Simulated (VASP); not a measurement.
# MgS (Fm-3m) in VASP: notebook

MgS is run at these levels: PBEsol; tasks: single point, relaxation of cell and atoms.

All numbers are computed with VASP 6.6.1; they aren't measurements. Logs are shortened: lines on timing, memory, paths and dates and some standing lists are left out, and cuts for length are marked.

### Step 1. The cell of the first run

It takes space group Fm-3m (No. 225, cubic). Conventional cell: a = 5.229 Å, b = 5.229 Å, c = 5.229 Å, α = 90.00°, β = 90.00°, γ = 90.00°. Within 3.4 Å of Mg (site symmetry m-3m) lie 6 S at 2.61 Å. S (site symmetry m-3m) has 6 Mg at 2.61 Å within 3.4 Å.

### Step 2. Single point, PBEsol

Contents of INCAR:

```
PREC = Accurate ; ENCUT = 520
EDIFF = 1E-6 ; ISMEAR = 0
SIGMA = 0.01 ; LREAL = False
LASPH = True ; NELM = 60
ALGO = Normal ; ISIF = 2
LWAVE = False ; LCHARG = False
GGA = PS ; NBANDS = 11
```

Contents of KPOINTS:

```
Automatic mesh
0
Gamma
  8 8 8
```

Contents of POSCAR:

```
MgS
1.0
    2.6142738393      2.6142738393      0.0000000000
   -2.6142738393      2.6142738393      0.0000000000
    0.0000000000      2.6142738393      2.6142738393
Mg S
1 1
Direct
    0.0000000000      0.0000000000      0.0000000000
    0.5000000000      0.5000000000      0.0000000000
```

Potentials or basis: VASP PAW PBE potentials, release 64 (Mg, S).

Launch:

```console
$ cat potpaw_PBE.64/Mg/POTCAR potpaw_PBE.64/S/POTCAR > POTCAR
$ mpirun -np 1 vasp_std > vasp.out
```

OUTCAR:

```text
PREC = Accurate
   ENCUT = 520
   EDIFF = 1E-6
   ISMEAR = 0
   LREAL = False
   LASPH = True
   NELM = 60
   ISIF = 2
   GGA = PS

 ion  position               nearest neighbor table
   1  0.000  0.000  0.000-   2 2.61   2 2.61   2 2.61   2 2.61   2 2.61   2 2.61
   2  0.500  0.500  0.000-   1 2.61   1 2.61   1 2.61   1 2.61   1 2.61   1 2.61

  LATTYP: Found a face centered cubic cell.
 ALAT       =     5.2285476786

  Lattice vectors:

 A1 = (   0.0000000000,   2.6142738393,   2.6142738393)
 A2 = (   2.6142738393,   0.0000000000,   2.6142738393)
 A3 = (   2.6142738393,   2.6142738393,   0.0000000000)

Analysis of symmetry for initial positions (statically):
=====================================================================
 Subroutine PRICEL returns:
 Original cell was already a primitive cell.

 Routine SETGRP: Setting up the symmetry group for a
 face centered cubic supercell.

 Subroutine GETGRP returns: Found 48 space group operations
 (whereof 48 operations were pure point group operations)
 out of a pool of 48 trial point group operations.

The static configuration has the point symmetry O_h .

Analysis of symmetry for dynamics (positions and initial velocities):
=====================================================================
 Subroutine PRICEL returns:
 Original cell was already a primitive cell.

 Routine SETGRP: Setting up the symmetry group for a
 face centered cubic supercell.

 Subroutine GETGRP returns: Found 48 space group operations
 (whereof 48 operations were pure point group operations)
 out of a pool of 48 trial point group operations.

The dynamic configuration has the point symmetry O_h .

 Subroutine INISYM returns: Found 48 space group operations
 (whereof 48 operations are pure point group operations),
 and found     1 'primitive' translations

----------------------------------------------------------------------------------------

                                     Primitive cell

  volume of cell :      35.7341

  direct lattice vectors                    reciprocal lattice vectors
     2.614273839  2.614273839  0.000000000     0.191257699  0.191257699 -0.191257699
    -2.614273839  2.614273839  0.000000000    -0.191257699  0.191257699 -0.191257699
     0.000000000  2.614273839  2.614273839     0.000000000  0.000000000  0.382515399

  length of vectors
     3.697141519  3.697141519  3.697141519     0.331268053  0.331268053  0.382515399

  position of ions in fractional coordinates (direct lattice)
     0.000000000  0.000000000  0.000000000
     0.500000000  0.500000000  0.000000000

  ion indices of the primitive-cell ions
   primitive index   ion index
                 1           1
                 2           2

[... 84 lines left out ...]
   EMIN   =  10.00;   EMAX   =-10.00  energy-range for DOS
   EFERMI =   0.00;   METHOD = LEGACY
   ISMEAR =     0;   SIGMA  =   0.01  broadening in eV -4-tet -1-fermi 0-gaus
   EFERMI_NEDOS =   21; number of points for ismear=-14 and -15
   IALGO  =     38    algorithm
   IMIX   =      4    mixing-type and parameters
     AMIX     =   0.40;   BMIX     =  1.00
     AMIX_MAG =   1.60;   BMIX_MAG =  1.00
  volume/ion in A,a.u.               =      17.87       120.57
  Fermi-wavevector in a.u.,A,eV,Ry     =   0.994055  1.878492 13.444534  0.988145
  Thomas-Fermi vector in A             =   2.125980
   LORBIT       =      0    0 simple, 1 ext, 2 COOP (PROOUT), +10 PAW based schemes
   GGA     = PS    functional components
   LHFCALC =     F    Hartree Fock is set to
   AEXX    =    0.0000 exact exchange contribution
   IVDW    =     0    specifies the selected vdW correction
   LEPSILON=     F    determine dielectric tensor
   LRPA    =     F    only Hartree local field effects (RPA)
 non-spin polarized calculation
 Gauss-broadening in eV      SIGMA  =   0.01
  energy-cutoff  :      520.00
  volume of cell :       35.73
 maximum number of plane-waves:       982
   NGX = 13   NGY = 13   NGZ = 13

 number of electron       8.0000000 magnetization

 Free energy of the ion-electron system (eV)
  ---------------------------------------------------
  ext. energy  EPLUGINS =         0.00000000
  ---------------------------------------------------
  free energy    TOTEN  =        -9.06810319 eV

  energy without entropy =       -9.06810319  energy(sigma->0) =       -9.06810319

 E-fermi :   3.6133     XC(G=0):  -9.7767

 val. band max:        3.5468999247   @ k =   0.0000   0.0000   0.0000
 cond. band min:       6.2206295090   @ k =   0.5000   0.5000   0.0000
 fundamental gap:      2.6737295843
 Fermi energy:         3.6133183753

 k-point     1 :       0.0000    0.0000    0.0000
  band No.  band energies     occupation
      1      -9.0539      2.00000
      2       3.5469      2.00000
      3       3.5469      2.00000
      4       3.5469      2.00000
      5       7.0276      0.00000
      6      11.4093      0.00000
      7      11.4093      0.00000
      8      11.4093      0.00000
      9      13.8415      0.00000
     10      13.8415      0.00000
     11      15.8079      0.00000
[... 309 lines left out ...]
 k-point    24 :       0.5000    0.2500    0.1250
  band No.  band energies     occupation
      1      -7.5718      2.00000
      2      -0.7474      2.00000
      3       1.4127      2.00000
      4       2.4034      2.00000
      5       9.0147      0.00000
      6       9.5042      0.00000
      7      11.8461      0.00000
      8      12.8040      0.00000
      9      15.6429      0.00000
     10      16.6373      0.00000
     11      18.8755      0.00000

 [... further k-points ...]

------------------------ aborting loop because EDIFF is reached ----------------------------------------

  FORCE on cell =-STRESS in cart. coord.  units (eV):
  Direction    XX          YY          ZZ          XY          YZ          ZX
  --------------------------------------------------------------------------------------
  -------------------------------------------------------------------------------------
  Total       -0.4912377     -0.4912377     -0.4912377      0.0000000      0.0000000     -0.0000000
  in kB      -22.0251579    -22.0251579    -22.0251579      0.0000000      0.0000000     -0.0000000
  external PRESSURE =     -22.0251579 kB  Pullay stress =       0.0000000 kB

 VOLUME and BASIS-vectors are now :
 -----------------------------------------------------------------------------
  energy-cutoff  :      520.00
  volume of cell :       35.73
      direct lattice vectors                 reciprocal lattice vectors
     2.614273839  2.614273839  0.000000000     0.191257699  0.191257699 -0.191257699
    -2.614273839  2.614273839  0.000000000    -0.191257699  0.191257699 -0.191257699
     0.000000000  2.614273839  2.614273839     0.000000000  0.000000000  0.382515399

 POSITION                                       TOTAL-FORCE (eV/Angst)
 -----------------------------------------------------------------------------------
      0.00000      0.00000      0.00000         0.000000      0.000000      0.000000
      0.00000      2.61427      0.00000         0.000000     -0.000000      0.000000
 -----------------------------------------------------------------------------------
    total drift:                               -0.000000      0.000000     -0.000000

  FREE ENERGIE OF THE ION-ELECTRON SYSTEM (eV)
  ---------------------------------------------------
  free  energy   TOTEN  =        -9.0681031920 eV

  energy  without entropy=       -9.0681031920  energy(sigma->0) =       -9.06810319
```

stdout:

```text
POSCAR found type information on POSCAR MgS
 POSCAR found :  2 types and       2 ions
 scaLAPACK will be used
 -----------------------------------------------------------------------------
|                                                                             |
|                                                                             |
|     You enforced a specific xc type in the INCAR file but a different       |
|     I HOPE YOU KNOW WHAT YOU ARE DOING!                                     |
|                                                                             |
 -----------------------------------------------------------------------------

 LDA part: xc-table for (Slater+PW92), standard interpolation
 POSCAR, INCAR and KPOINTS ok, starting setup
 FFT: planning ... GRIDC
 FFT: planning ... GRID_SOFT
 FFT: planning ... GRID
 WAVECAR not read
 entering main loop
```

Run time: 14 s. Hardware: 1 thread of AMD EPYC 7R43 (Zen 3), shared host; peak memory 0.12 GiB.

What came out:

```
Free energy            : -9.0681 eV
Pressure               : -2.2 GPa
Band gap on the k mesh : 2.67 eV, indirect (least direct gap 3.48 eV)
```

Caveat: the PAW data sets were made with another functional, which shifts forces and pressure a little. A k mesh can miss the band edges.

### Step 3. Relaxation of cell and atoms, PBEsol, target pressure -2 GPa, at which the enthalpy is minimised

This run uses another cell than the first one, of 17.39 Å³/atom, 0.973 times its volume.

Contents of INCAR:

```
  PREC = Accurate
  ENCUT = 600
  EDIFF = 1E-7
  ISMEAR = 0
  SIGMA = 0.01
  LREAL = False
  LASPH = True
  NELM = 60
  ALGO = Normal
  ISIF = 3
  LWAVE = False
  LCHARG = False
  GGA = PS
  IBRION = 2
  NSW = 100
  EDIFFG = -0.002
  PSTRESS = -20.0
```

KPOINTS is that of step 2.

Contents of POSCAR:

```
MgS
1.0
    2.5909610208      2.5909610208      0.0000000000
   -2.5909610208      2.5909610208      0.0000000000
    0.0000000000      2.5909610208      2.5909610208
Mg S
1 1
Direct
    0.0000000000      0.0000000000      0.0000000000
    0.5000000000      0.5000000000      0.0000000000
```

Potentials or basis: VASP PAW PBE potentials, release 64 (Mg, S).

Launch:

```console
$ cat potpaw_PBE.64/Mg/POTCAR potpaw_PBE.64/S/POTCAR > POTCAR
$ mpirun -np 1 vasp_std > vasp.out
```

OUTCAR:

```text
PREC = Accurate
   ENCUT = 600
   EDIFF = 1E-7
   ISMEAR = 0
   LREAL = False
   LASPH = True
   NELM = 60
   ISIF = 3
   GGA = PS
   IBRION = 2
   NSW = 100
   EDIFFG = -0.002
   PSTRESS = -20.0

 ion  position               nearest neighbor table
   1  0.000  0.000  0.000-   2 2.59   2 2.59   2 2.59   2 2.59   2 2.59   2 2.59
   2  0.500  0.500  0.000-   1 2.59   1 2.59   1 2.59   1 2.59   1 2.59   1 2.59

  LATTYP: Found a face centered cubic cell.
 ALAT       =     5.1819220416

  Lattice vectors:

 A1 = (   0.0000000000,   2.5909610208,   2.5909610208)
 A2 = (   2.5909610208,   0.0000000000,   2.5909610208)
 A3 = (   2.5909610208,   2.5909610208,   0.0000000000)

Analysis of symmetry for initial positions (statically):
=====================================================================
 Subroutine PRICEL returns:
 Original cell was already a primitive cell.

 Routine SETGRP: Setting up the symmetry group for a
 face centered cubic supercell.

 Subroutine GETGRP returns: Found 48 space group operations
 (whereof 48 operations were pure point group operations)
 out of a pool of 48 trial point group operations.

The static configuration has the point symmetry O_h .

Analysis of symmetry for dynamics (positions and initial velocities):
=====================================================================
 Subroutine PRICEL returns:
 Original cell was already a primitive cell.

 Routine SETGRP: Setting up the symmetry group for a
 face centered cubic supercell.

 Subroutine GETGRP returns: Found 48 space group operations
 (whereof 48 operations were pure point group operations)
 out of a pool of 48 trial point group operations.

The dynamic configuration has the point symmetry O_h .

 Subroutine INISYM returns: Found 48 space group operations
[... 126 lines left out ...]
   LEPSILON=     F    determine dielectric tensor
   LRPA    =     F    only Hartree local field effects (RPA)
 conjugate gradient relaxation of ions
 non-spin polarized calculation
 Gauss-broadening in eV      SIGMA  =   0.01
  energy-cutoff  :      600.00
  volume of cell :       34.79
 maximum number of plane-waves:      1211
 NGX is ok and might be reduce to    30
   NGX = 15   NGY = 15   NGZ = 15

--------------------------------------- Ionic step        1  -------------------------------------------

 number of electron       8.0000000 magnetization

 Free energy of the ion-electron system (eV)
  ---------------------------------------------------
  ext. energy  EPLUGINS =         0.00000000
  ---------------------------------------------------
  free energy    TOTEN  =        -9.07550434 eV

  energy without entropy =       -9.07550434  energy(sigma->0) =       -9.07550434

------------------------ aborting loop because EDIFF is reached ----------------------------------------

  FORCE on cell =-STRESS in cart. coord.  units (eV):
  Direction    XX          YY          ZZ          XY          YZ          ZX
  --------------------------------------------------------------------------------------
  -------------------------------------------------------------------------------------
  Total       -0.0363197     -0.0363197     -0.0363197      0.0000000      0.0000000     -0.0000000
  in kB       -1.6727847     -1.6727847     -1.6727847      0.0000000      0.0000000     -0.0000000
  external PRESSURE =      18.3272153 kB  Pullay stress =     -20.0000000 kB
[... 63 lines left out ...]
--------------------------------------- Ionic step        3  -------------------------------------------

 number of electron       7.9999999 magnetization

 Free energy of the ion-electron system (eV)
  ---------------------------------------------------
  ext. energy  EPLUGINS =         0.00000000
  ---------------------------------------------------
  free energy    TOTEN  =        -9.06955008 eV

  energy without entropy =       -9.06955008  energy(sigma->0) =       -9.06955008

 E-fermi :   3.6642     XC(G=0):  -9.7862

 val. band max:        3.5667295831   @ k =   0.0000   0.0000   0.0000
 cond. band min:       6.2457150740   @ k =   0.5000   0.5000   0.0000
 fundamental gap:      2.6789854909
 Fermi energy:         3.6642079794

 k-point     1 :       0.0000    0.0000    0.0000
  band No.  band energies     occupation
      1      -9.0468      2.00000
      2       3.5667      2.00000
      3       3.5667      2.00000
      4       3.5667      2.00000
      5       7.0656      0.00000
      6      11.4280      0.00000
      7      11.4280      0.00000
      8      11.4280      0.00000
[... 243 lines left out ...]
 k-point    24 :       0.5000    0.2500    0.1250
  band No.  band energies     occupation
      1      -7.5580      2.00000
      2      -0.7385      2.00000
      3       1.4259      2.00000
      4       2.4192      2.00000
      5       9.0405      0.00000
      6       9.5295      0.00000
      7      11.8736      0.00000
      8      12.8358      0.00000

 [... further k-points ...]

------------------------ aborting loop because EDIFF is reached ----------------------------------------

  FORCE on cell =-STRESS in cart. coord.  units (eV):
  Direction    XX          YY          ZZ          XY          YZ          ZX
  --------------------------------------------------------------------------------------
  -------------------------------------------------------------------------------------
  Total       -0.4443171     -0.4443171     -0.4443171     -0.0000000      0.0000000     -0.0000000
  in kB      -19.9677021    -19.9677021    -19.9677021     -0.0000000      0.0000000     -0.0000000
  external PRESSURE =       0.0322979 kB  Pullay stress =     -20.0000000 kB
[... 21 lines left out ...]
  energy  without entropy=       -9.0695500797  energy(sigma->0) =       -9.06955008

  enthalpy is  TOTEN    =        -9.5145859131 eV   P V=       -0.4450358333

 reached required accuracy - stopping structural energy minimisation
```

OSZICAR:

```text
N       E                     dE             d eps       ncg     rms          rms(c)
DAV:   1     0.255274349728E+02    0.25527E+02   -0.39822E+03   472   0.919E+02
DAV:   2    -0.833255268906E+01   -0.33860E+02   -0.32409E+02   648   0.111E+02
DAV:   3    -0.943858887660E+01   -0.11060E+01   -0.11060E+01   584   0.276E+01
[... 24 lines left out ...]
DAV:   3    -0.906954948924E+01    0.44166E-04   -0.25411E-04   512   0.892E-02    0.336E-02
DAV:   4    -0.906954930137E+01    0.18787E-06   -0.18995E-06   528   0.122E-02    0.287E-02
DAV:   5    -0.906955034233E+01   -0.10410E-05   -0.10846E-06   488   0.809E-03    0.365E-03
DAV:   6    -0.906955011017E+01    0.23215E-06   -0.15628E-08   256   0.117E-03    0.182E-03
DAV:   7    -0.906955007972E+01    0.30453E-07   -0.10965E-09   256   0.310E-04
   3 F= -.95145859E+01 E0= -.95145859E+01  d E =-.483935E-02
```

Run time: 33 s. Hardware: 1 thread of AMD EPYC 7R43 (Zen 3), shared host; peak memory 0.14 GiB.

What came out:

- Free energy: -9.0696 eV
- Relaxed volume: 17.83 Å³/atom
- Relaxed cell: a = 3.694 Å, b = 3.694 Å, c = 3.694 Å, α = 60.00°, β = 60.00°, γ = 90.00°
- Space group after relaxing (to 0.05 Å): Fm-3m (No. 225)
- Energy change on relaxing (the enthalpy is what falls): +3.0 meV/atom
- Ionic steps: 3
- Pressure after relaxing: -2.0 GPa
- Band gap on the k mesh: 2.68 eV, indirect (least direct gap 3.50 eV)

The path:
```csv
step,energy change (eV),largest force (eV/Å),pressure (GPa),volume (Å³)
1,0.0000,0.0000,-0.17,34.79
2,0.0079,0.0000,-2.29,35.80
3,0.0060,0.0000,-2.00,35.65
```

Final structure:
```xyz
2
Lattice="2.6123 2.6123 0.0000 -2.6123 2.6123 0.0000 0.0000 2.6123 2.6123" Properties=species:S:1:pos:R:3 pbc="T T T"
Mg    0.0000    0.0000    0.0000
S     0.0000    5.2245    2.6123
```

Levels at points of the mesh, in eV from the valence-band top:
| k point | band 2 | band 3 | band 4 | band 5 | band 6 | band 7 |
| --- | --- | --- | --- | --- | --- | --- |
| (0.00, 0.00, 0.00) | 0.00 | 0.00 | 0.00 | 3.50 | 7.86 | 7.86 |
| (0.50, 0.00, 0.00) | -4.83 | -0.59 | -0.59 | 4.38 | 6.81 | 6.81 |
| (0.50, 0.50, 0.00) | -4.20 | -1.68 | -1.68 | 2.68 | 4.28 | 11.75 |

Caveat: the cell is relaxed towards a set pressure, so the enthalpy falls and the energy may rise; the PAW data sets were made with another functional, which shifts forces and pressure a little. A k mesh can miss the band edges.

(Part 1 of 2 ends here.)
